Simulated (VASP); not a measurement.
TiTe2 (pbesol): single point with PBEsol

Crystal: TiTe2 (pbesol).

```
CELL_PARAMETERS angstrom
3.59732 0.00000 0.00000
-1.79866 3.11537 0.00000
0.00000 0.00000 6.19102
ATOMIC_POSITIONS crystal
Ti 0.00000 0.00000 0.00000
Te 0.66667 0.33333 0.27960
Te 0.33333 0.66667 0.72040
```

This cell differs from its parent crystal: volume scaled by 0.91, then relaxed in part.

```yaml
Program: VASP 6.6.1
Task: single point
Functional: PBEsol
Potentials_or_basis: VASP PAW PBE potentials, release 64 (Ti_sv, Te)
Cutoff: 520 eV
k_mesh: 15 × 15 × 8
Occupations: gaussian, width 0.1 eV
Spin: no spin polarisation
Dipole_correction: no
Further_INCAR_settings: ALGO = Normal; EDIFF = 1e-06; NBANDS = 19
```

| Quantity | Value |
| --- | --- |
| Pressure | 4.9 GPa |
| Largest force | 0.014 eV/Å |
| Band gap on the k mesh | zero (band 12 reaches 9.11 eV, above the bottom of band 13 at 8.22 eV) |

Forces on the atoms (eV/Å):
```
Ti   0.000  0.000  0.000
Te   0.000  0.000  0.014
Te   0.000  0.000 -0.014
```

Levels at points of the mesh, in eV from the Fermi level:
| k point | band 8 | band 9 | band 10 | band 11 | band 12 | band 13 | band 14 | band 15 | band 16 | band 17 |
| --- | --- | --- | --- | --- | --- | --- | --- | --- | --- | --- |
| (0.00, 0.00, 0.00) | -1.59 | -1.59 | 0.11 | 0.50 | 0.50 | 1.04 | 1.56 | 1.56 | 3.21 | 3.21 |
| (0.00, 0.00, 0.50) | -3.37 | -1.46 | -1.46 | 0.48 | 0.48 | 0.95 | 0.95 | 1.26 | 4.01 | 4.01 |

Wall time 2.1 min on 1 thread of Intel(R) Xeon(R) 6975P-C (Granite Rapids), with other jobs on the host, peak memory 0.37 GiB.

Caveat: the PAW data sets were made with another functional, which shifts forces and pressure a little; spin-orbit coupling is left out, which moves the levels of the heavy elements.
